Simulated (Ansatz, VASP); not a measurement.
**One calculation of BH3, two programs**

```xyz
4
Lattice="15.0000 0.0000 0.0000 0.0000 15.5000 0.0000 0.0000 0.0000 16.0000" Properties=species:S:1:pos:R:3 pbc="T T T"
B     7.5000    7.7500    8.0000
H     8.6977    7.7419    7.9772
H     6.9087    8.7912    8.0382
H     6.8935    6.7170    7.9847
```

Alike in both runs: functional PBE; dispersion D3(BJ); k mesh 1 × 1 × 1; occupations gaussian, width 0.005 eV; no spin polarisation.

Ansatz relaxed the structure, and its values are those at the end. VASP's run is a single point on that final structure, the one shown.

```csv
,VASP,Ansatz
version,VASP 6.6.1,Ansatz 0.2.0
potentials or method,"VASP PAW PBE potentials, release 64 (B, H), cutoff 520 eV","scalar-relativistic, plane waves, PAW"
valence electrons in the cell,6,6
```

Ansatz gave:

```
gap on the k mesh at the Fermi level (eV) : 5.40
rms of the force components (eV/Å)        : 0.003
```

Problem. Which values does VASP return?

Solution. gap on the k mesh at the Fermi level (eV): 5.41; rms of the force components (eV/Å): 0.005.
